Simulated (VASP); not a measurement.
# B6As (R-3m) in VASP: a series of runs, part 2 of 2

VASP 6.6.1. Earlier steps stand in the parts before.

### Step 3. Relaxation of shape and atoms at fixed volume, r2SCAN (9.78 Å³/atom)

This run uses another cell than the first one, of 9.78 Å³/atom.

POSCAR

```
B6As
1.0
    3.1234043897      1.8032983652      4.0503696193
   -3.1234043897      1.8032983652      4.0503696193
    0.0000000000     -3.6065967303      4.0503696193
B As
12 2
Direct
    0.0144285436      0.0144285436      0.3247022487
    0.0144285436      0.3247022487      0.0144285436
    0.8220348138      0.2722806117      0.8220348138
    0.8220348138      0.8220348138      0.2722806117
    0.2722806117      0.8220348138      0.8220348138
    0.7277193883      0.1779651862      0.1779651862
    0.1779651862      0.7277193883      0.1779651862
    0.1779651862      0.1779651862      0.7277193883
    0.9855714564      0.6752977513      0.9855714564
    0.9855714564      0.9855714564      0.6752977513
    0.6752977513      0.9855714564      0.9855714564
    0.3247022487      0.0144285436      0.0144285436
    0.6001964782      0.6001964782      0.6001964782
    0.3998035218      0.3998035218      0.3998035218
```

INCAR.step1

```
SYSTEM = B6As
ALGO = Normal
EDIFF = 1E-4
ENCUT = 600
GGA = PE
ISMEAR = 0
LASPH = .True.
LCHARG = .False.
LREAL = .False.
LWAVE = .True.
NELM = 60
PREC = Accurate
SIGMA = 0.02
```

INCAR.step2

```
SYSTEM = B6As
ALGO = Normal
EDIFF = 1E-6
EDIFFG = -0.01
ENCUT = 600
IBRION = 2
ISIF = 4
ISMEAR = 0
ISTART = 1
LASPH = .True.
LCHARG = .False.
LMIXTAU = .True.
LREAL = .False.
LWAVE = .False.
METAGGA = R2SCAN
NELM = 60
NSW = 50
PREC = Accurate
SIGMA = 0.02
```

KPOINTS

```
k-points
0
Gamma
  6 6 6
  0 0 0
```

Potentials or basis: VASP PAW PBE potentials, release 64 (B, As).

Command:

```bash
$ cat potpaw_PBE.64/B/POTCAR potpaw_PBE.64/As/POTCAR > POTCAR
$ cp INCAR.step1 INCAR
$ mpirun -np 1 vasp_std > vasp.out
$ cp INCAR.step2 INCAR
$ mpirun -np 1 vasp_std > vasp.out
```

OUTCAR:

```text
SYSTEM = B6As
   EDIFF = 1E-6
   EDIFFG = -0.01
   ENCUT = 600
   IBRION = 2
   ISIF = 4
   ISMEAR = 0
   ISTART = 1
   LASPH = .True.
   LREAL = .False.
   METAGGA = R2SCAN
   NELM = 60
   NSW = 50
   PREC = Accurate

 ion  position               nearest neighbor table
   1  0.014  0.014  0.325-   6 1.81   7 1.81  10 1.81   4 1.84   2 1.94  12 1.94
   2  0.014  0.325  0.014-   8 1.81   6 1.81   9 1.81   3 1.84   1 1.94  12 1.94
   3  0.822  0.272  0.822-   6 1.76   8 1.76  10 1.81  11 1.81   2 1.84  13 2.04
   4  0.822  0.822  0.272-   6 1.76   7 1.76   9 1.81  11 1.81   1 1.84  13 2.04
   5  0.272  0.822  0.822-   7 1.76   8 1.76  10 1.81   9 1.81  12 1.84  13 2.04
   6  0.728  0.178  0.178-   3 1.76   4 1.76   1 1.81   2 1.81  11 1.84  14 2.04
   7  0.178  0.728  0.178-   5 1.76   4 1.76   1 1.81  12 1.81   9 1.84  14 2.04
   8  0.178  0.178  0.728-   3 1.76   5 1.76   2 1.81  12 1.81  10 1.84  14 2.04
   9  0.986  0.675  0.986-   4 1.81   5 1.81   2 1.81   7 1.84  10 1.94  11 1.94
  10  0.986  0.986  0.675-   3 1.81   5 1.81   1 1.81   8 1.84   9 1.94  11 1.94
[... 465 lines left out ...]
 E-fermi :   4.0406     XC(G=0): -11.3939

 val. band max:        3.9317727308   @ k =   0.5000   0.5000   0.5000
 cond. band min:       6.5032940661   @ k =   0.5000   0.5000   0.5000
 fundamental gap:      2.5715213354
 Fermi energy:         4.0406375202

 k-point     1 :       0.0000    0.0000    0.0000
  band No.  band energies     occupation
      1     -11.2353      2.00000
      2      -8.0897      2.00000
      3      -6.5865      2.00000
      4      -6.5865      2.00000
      5      -6.4260      2.00000
      6      -5.2929      2.00000
[... 805 lines left out ...]
     30      10.2669      0.00000
     31      10.7133      0.00000

 [... further k-points ...]

------------------------ aborting loop because EDIFF is reached ----------------------------------------

  FORCE on cell =-STRESS in cart. coord.  units (eV):
  Direction    XX          YY          ZZ          XY          YZ          ZX
  --------------------------------------------------------------------------------------
  -------------------------------------------------------------------------------------
  Total       -8.3756980     -8.3756980     -8.3700787      0.0000000     -0.0000000      0.0000000
  in kB      -98.0369701    -98.0369701    -97.9711965      0.0000000     -0.0000000      0.0000000
  external PRESSURE =     -98.0150456 kB  Pullay stress =       0.0000000 kB
[... 29 lines left out ...]
  FREE ENERGIE OF THE ION-ELECTRON SYSTEM (eV)
  ---------------------------------------------------
  free  energy   TOTEN  =      -120.2491130106 eV

  energy  without entropy=     -120.2491130106  energy(sigma->0) =     -120.24911301

 reached required accuracy - stopping structural energy minimisation
```

It took 69 min on 1 thread of Oxide Virtual Turin-like, shared host; peak memory 0.41 GiB.

Results:

| Item | Value |
| --- | --- |
| Free energy | -120.2491 eV |
| Energy gained by relaxing | 0.2 meV/atom |
| Ionic steps | 6 |
| Pressure after relaxing | -9.8 GPa |
| Largest force after relaxing | 0.003 eV/Å |
| Band gap on the k mesh | 2.57 eV |

Forces in eV/Å, atoms in the order of the input:
```
B    0.000  0.003  0.000
B    0.003 -0.002  0.000
B    0.000  0.000  0.000
B    0.000 -0.001  0.000
B    0.000  0.000  0.000
B    0.000  0.000  0.000
B    0.000  0.000  0.000
B    0.000  0.001  0.000
B   -0.003  0.002  0.000
B    0.000 -0.003  0.000
B    0.003  0.002  0.000
B   -0.003 -0.002  0.000
As   0.000  0.000  0.001
As   0.000  0.000 -0.001
```

Step by step:
```csv
step,energy change (eV),largest force (eV/Å),pressure (GPa),volume (Å³)
1,0.0000,0.1388,-10.11,136.88
2,-0.0022,0.1050,-9.68,136.88
3,-0.0031,0.0230,-9.83,136.88
4,-0.0033,0.0135,-9.82,136.88
5,-0.0034,0.0209,-9.81,136.88
6,-0.0034,0.0031,-9.80,136.88
```

Final structure:
```xyz
14
Lattice="3.1214 1.8021 4.0557 -3.1214 1.8021 4.0557 0.0000 -3.6042 4.0557" Properties=species:S:1:pos:R:3 pbc="T T T"
B     0.0000   -1.1194    1.4286
B    -0.9694    0.5597    1.4286
B     1.7188   -0.9924    7.7724
B     0.0000    1.9847    7.7724
B    -1.7188   -0.9924    7.7724
B     1.7188    0.9924    4.3946
B    -1.7188    0.9924    4.3946
B     0.0000   -1.9847    4.3946
B     0.9694   -0.5597   10.7384
B     0.0000    1.1194   10.7384
B    -0.9694   -0.5597   10.7384
B     0.9694    0.5597    1.4286
As    0.0000    0.0000    7.3012
As    0.0000    0.0000    4.8658
```

Caveat: the PAW data sets were made with another functional, which shifts forces and pressure a little.
